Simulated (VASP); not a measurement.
Input of a VASP 6.6.1 run:

INCAR

```
PREC     = Accurate       # precision mode
ENCUT    = 600            # plane-wave cutoff, eV
EDIFF    = 1E-7           # SCF threshold, eV
ISMEAR   = 0              # smearing method
SIGMA    = 0.1            # smearing width, eV
LREAL    = False          # projectors in reciprocal space
LASPH    = True           # aspherical terms in the spheres
NELM     = 100            # most SCF steps
ALGO     = Normal         # electronic algorithm
ISIF     = 3              # what is computed and relaxed
LWAVE    = False          # write WAVECAR
LCHARG   = False          # write CHGCAR
GGA      = PE             # functional
IBRION   = 2              # ionic algorithm
NSW      = 100            # ionic steps
EDIFFG   = -0.01          # ionic threshold
```

File KPOINTS:

```
regular mesh
0
Gamma
  8 8 8
```

The input POSCAR:

```
Zn2CdSeS2
1.0
    5.2226486097      0.0000000000      0.0000000000
    0.0000000000      5.2226486097      0.0000000000
    0.0000000000      0.0000000000      5.1178539107
Zn Cd Se S
2 1 1 2
Direct
    0.5000000000      0.0000000000      0.5000000000
    0.0000000000      0.5000000000      0.5000000000
    0.0000000000      0.0000000000      0.0000000000
    0.5000000000      0.5000000000      0.0000000000
    0.5000000000      0.0000000000      0.0000000000
    0.0000000000      0.5000000000      0.0000000000
```

Potentials or basis: VASP PAW PBE potentials, release 64 (Zn, Cd, Se, S).

Run with:

```sh
$ cat potpaw_PBE.64/Zn/POTCAR potpaw_PBE.64/Cd/POTCAR potpaw_PBE.64/Se/POTCAR potpaw_PBE.64/S/POTCAR > POTCAR
$ mpirun -np 1 vasp_std > vasp.out
```

Q: Estimate the relaxed cell.

A: a = 5.435 Å, b = 5.435 Å, c = 4.800 Å, α = 90.00°, β = 90.00°, γ = 90.00°.

Q: Estimate the band gap on the k mesh.

A: Zero (bands 27 and 28 overlap by 2.36 eV).

Q: Estimate the space group after relaxing (to 0.1 Å).

A: P4/mmm (No. 123).

Q: What does it give for the relaxed volume?

A: 23.63 Å³/atom.

The path:
```
step  energy change (eV)  largest force (eV/Å)  pressure (GPa)  volume (Å³)
   1              0.0000                0.0000            1.10       139.59
   2             -0.1132                0.0000           -0.21       142.79
   3             -0.1672                0.0000           -1.30       146.41
   4             -0.1684                0.0000           -1.41       146.87
   5             -0.1948                0.0000           -0.15       142.55
   6             -0.1956                0.0000           -0.34       143.15
   7             -0.1983                0.0000           -0.09       142.10
   8             -0.1985                0.0000           -0.01       141.78
```
